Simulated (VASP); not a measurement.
# BaTiO3 (Amm2) in VASP: electric field gradients with PBE

Aim: the electric field gradients of BaTiO3 with PBE.

Program: VASP 6.6.1. These are calculated values, not measurements. Logs are shortened: lines on timing, memory, paths and dates and some standing lists are left out, and cuts for length are marked.

## Step 1: The cell of the first run

Symmetry: Amm2, No. 38, orthorhombic system. Conventional cell: a = 4.104 Å, b = 5.844 Å, c = 5.692 Å, α = 90.00°, β = 90.00°, γ = 90.00°. Ba (site symmetry mm2) has 12 O at 2.80 to 2.92 Å and 8 Ti at 3.47 to 3.57 Å within 3.7 Å. Within 2.6 Å of Ti (site symmetry mm2) lie 6 O at 1.98 to 2.10 Å. O (site symmetry mm2) has 2 Ti at 2.05 Å and 4 Ba at 2.80 to 2.92 Å and 8 O at 2.89 to 2.90 Å within 3.0 Å. O (site symmetry m) has 2 Ti at 1.98 to 2.10 Å within 2.6 Å.

## Step 2: Electric field gradients, PBE (equal xx and yy strain of +3 %)

INCAR reads:

```
SYSTEM = BaTiO3
  PREC = Accurate
  ENCUT = 520
  EDIFF = 1E-8
  ISMEAR = -1
  SIGMA = 0.05
  LREAL = .False.
  LASPH = .True.
  NELM = 120
  ALGO = Normal
  ISIF = 2
  LWAVE = .False.
  LCHARG = .False.
  GGA = PE
  LEFG = .True.
  NBANDS = 28
  GGA_COMPAT = .False.
```

KPOINTS reads:

```
Automatic mesh
0
Gamma
  8 8 8
  0 0 0
```

POSCAR reads:

```
BaTiO3
1.0
    4.1036230000      0.0000000000      0.0000000000
    0.0000000000      2.9221615000      2.8458000000
    0.0000000000     -2.9221615000      2.8458000000
Ba Ti O
1 1 3
Direct
    0.0000000000      0.0000000000      0.0000000000
    0.5000000000      0.5079000000      0.5079000000
    0.0000000000      0.4921000000      0.4921000000
    0.5000000000      0.5025100000      0.9937100000
    0.5000000000      0.9937100000      0.5025100000
```

Potentials or basis: VASP PAW PBE potentials, release 64 (Ba_sv, Ti_sv, O).

Launch:

```bash
cat potpaw_PBE.64/Ba_sv/POTCAR potpaw_PBE.64/Ti_sv/POTCAR potpaw_PBE.64/O/POTCAR > POTCAR
mpirun -np 1 vasp_std > vasp.out
```

OUTCAR:

```text
SYSTEM = BaTiO3
   PREC = Accurate
   ENCUT = 520
   EDIFF = 1E-8
   ISMEAR = -1
   LREAL = .False.
   LASPH = .True.
   NELM = 120
   ISIF = 2
   GGA = PE

 ion  position               nearest neighbor table
   1  0.000  0.000  0.000-   3 2.80   4 2.89   5 2.89   4 2.89   5 2.89   3 2.89   4 2.90   5 2.90
                             4 2.90   5 2.90   3 2.92   3 2.92   2 3.47   2 3.47   2 3.54   2 3.54
   2  0.500  0.508  0.508-   4 1.98   5 1.98   3 2.05   3 2.05   5 2.10   4 2.10   1 3.47   1 3.47
                             1 3.54   1 3.54   1 3.57   1 3.57   1 3.57   1 3.57
   3  0.000  0.492  0.492-   2 2.05   2 2.05   1 2.80   1 2.89   1 2.92   1 2.92
   4  0.500  0.503  0.994-   2 1.98   2 2.10   1 2.89   1 2.89   1 2.90   1 2.90
   5  0.500  0.994  0.503-   2 1.98   2 2.10   1 2.89   1 2.89   1 2.90   1 2.90

  LATTYP: Found a base centered orthorhombic cell.
 ALAT       =     5.6916000000
 B/A-ratio  =     1.0268330522
 C/A-ratio  =     0.7209963806

  Lattice vectors:

 A1 = (   0.0000000000,   2.9221615000,   2.8458000000)
 A2 = (   0.0000000000,  -2.9221615000,   2.8458000000)
 A3 = (   4.1036230000,   0.0000000000,   0.0000000000)

Analysis of symmetry for initial positions (statically):
=====================================================================
 Subroutine PRICEL returns:
 Original cell was already a primitive cell.

 Routine SETGRP: Setting up the symmetry group for a
 base centered orthorhombic supercell.

 Subroutine GETGRP returns: Found  4 space group operations
 (whereof  4 operations were pure point group operations)
 out of a pool of  8 trial point group operations.

The static configuration has the point symmetry C_2v.

Analysis of symmetry for dynamics (positions and initial velocities):
=====================================================================
 Subroutine PRICEL returns:
 Original cell was already a primitive cell.

 Routine SETGRP: Setting up the symmetry group for a
 base centered orthorhombic supercell.

 Subroutine GETGRP returns: Found  4 space group operations
 (whereof  4 operations were pure point group operations)
 out of a pool of  8 trial point group operations.

The dynamic configuration has the point symmetry C_2v.

 Subroutine INISYM returns: Found  4 space group operations
 (whereof  4 operations are pure point group operations),
[... 154 lines left out ...]
 fundamental gap:      1.6869815860
 Fermi energy:         4.2318023725

 k-point     1 :       0.0000    0.0000    0.0000
  band No.  band energies     occupation
      1     -53.4901      2.00000
      2     -29.6897      2.00000
      3     -29.6714      2.00000
      4     -29.6651      2.00000
      5     -21.6119      2.00000
      6     -13.3809      2.00000
[... 733 lines left out ...]
     27      11.0562      0.00000
     28      12.5278      0.00000

 [... further k-points ...]

------------------------ aborting loop because EDIFF is reached ----------------------------------------

  FORCE on cell =-STRESS in cart. coord.  units (eV):
  Direction    XX          YY          ZZ          XY          YZ          ZX
  --------------------------------------------------------------------------------------
  -------------------------------------------------------------------------------------
  Total       -2.7114095     -3.3966246     -0.8712052      0.0000000      0.0000000      0.0000000
  in kB      -63.6501833    -79.7355676    -20.4514925      0.0000000      0.0000000      0.0000000
  external PRESSURE =     -54.6124145 kB  Pullay stress =       0.0000000 kB

 VOLUME and BASIS-vectors are now :
 -----------------------------------------------------------------------------
  energy-cutoff  :      520.00
  volume of cell :       68.25
      direct lattice vectors                 reciprocal lattice vectors
     4.103623000  0.000000000  0.000000000     0.243687103  0.000000000  0.000000000
     0.000000000  2.922161500  2.845800000     0.000000000  0.171106217  0.175697519
     0.000000000 -2.922161500  2.845800000     0.000000000 -0.171106217  0.175697519

 POSITION                                       TOTAL-FORCE (eV/Angst)
 -----------------------------------------------------------------------------------
      0.00000      0.00000      0.00000         0.000000     -0.000000      0.067599
      2.05181      0.00000      2.89076         0.000000     -0.000000      0.312606
      0.00000      0.00000      2.80084         0.000000     -0.000000      0.139692
      2.05181     -1.43537      4.25794         0.000000      0.135899     -0.259949
      2.05181      1.43537      4.25794         0.000000     -0.135899     -0.259949
 -----------------------------------------------------------------------------------
    total drift:                                0.000000     -0.000001     -0.000385

  FREE ENERGIE OF THE ION-ELECTRON SYSTEM (eV)
  ---------------------------------------------------
  free  energy   TOTEN  =       -39.9324812091 eV

  energy  without entropy=      -39.9324812052  energy(sigma->0) =      -39.93248121

 Electric field gradients (V/A^2)
---------------------------------------------------------------------
 ion       V_xx      V_yy      V_zz      V_xy      V_xz      V_yz
---------------------------------------------------------------------
   1       3.809    14.639   -18.448     0.000    -0.000     0.000
   2       6.059    -8.043     1.984    -0.000    -0.000     0.000
   3      33.597   -16.901   -16.697     0.000     0.000    -0.000
   4     -12.167     9.684     2.482     0.000     0.000   -21.628
   5     -12.167     9.684     2.482    -0.000     0.000    21.628
---------------------------------------------------------------------

 Electric field gradients after diagonalization (V/A^2)
 (convention: |V_zz| > |V_xx| > |V_yy|)
----------------------------------------------------------------------
 ion       V_xx      V_yy      V_zz     asymmetry (V_yy - V_xx)/ V_zz
----------------------------------------------------------------------
   1      14.639     3.809   -18.448       0.587
   2       6.059     1.984    -8.043       0.507
   3     -16.901   -16.697    33.597       0.006
   4     -15.843   -12.167    28.010       0.131
   5     -15.843   -12.167    28.010       0.131
----------------------------------------------------------------------

           NMR quadrupolar parameters

 Cq : quadrupolar parameter    Cq=e*Q*V_zz/h
 eta: asymmetry parameters     (V_yy - V_xx)/ V_zz
 Q  : nuclear electric quadrupole moment in mb (millibarn)
----------------------------------------------------------------------
 ion       Cq(MHz)       eta       Q (mb)
----------------------------------------------------------------------
   1      -0.045       0.587       1.000
   2      -0.019       0.507       1.000
   3       0.081       0.006       1.000
   4       0.068       0.131       1.000
   5       0.068       0.131       1.000
----------------------------------------------------------------------
```

stdout:

```text
POSCAR found type information on POSCAR BaTiO
 POSCAR found :  3 types and       5 ions
 scaLAPACK will be used
 LDA part: xc-table for (Slater+PW92), standard interpolation
 POSCAR, INCAR and KPOINTS ok, starting setup
 FFT: planning ... GRIDC
 FFT: planning ... GRID_SOFT
 FFT: planning ... GRID
 WAVECAR not read
 entering main loop
ion   1

ion   2

ion   3

ion   4

ion   5
```

Wall time 4.7 min (1 thread of Oxide Virtual Turin-like, shared host); peak memory 0.29 GiB.

Results:

- Free energy: -39.9325 eV
- Pressure: -5.5 GPa
- Largest force: 0.313 eV/Å
- Band gap on the k mesh: 1.69 eV (least direct gap 1.87 eV)
- Largest electric field gradient by atom: Ba -18.4; Ti -8.0; O +33.6, +28.0 (each value once) V/Å²

Forces in eV/Å, atoms in the order of the input:
```
Ba   0.000  0.000  0.068
Ti   0.000  0.000  0.313
O    0.000  0.000  0.140
O    0.000  0.136 -0.260
O    0.000 -0.136 -0.260
```

Electric field gradients, principal values (V/Å²):
| atom | least | middle | greatest (by size) |
| --- | --- | --- | --- |
| 1 Ba | 3.809 | 14.639 | -18.448 |
| 2 Ti | 1.984 | 6.059 | -8.043 |
| 3 O | -16.697 | -16.901 | 33.597 |
| 4 O | -12.167 | -15.843 | 28.010 |
| 5 O | -12.167 | -15.843 | 28.010 |

Caveat: the cell differs from its parent crystal (equal xx and yy strain of +3 %); the stress differs along the axes, from -8 to -2 GPa; without QUAD_EFG the Cq values of the log hold for a quadrupole moment of 1 mb, not for the nuclei; spin-orbit coupling is left out, which moves the levels of the heavy elements.
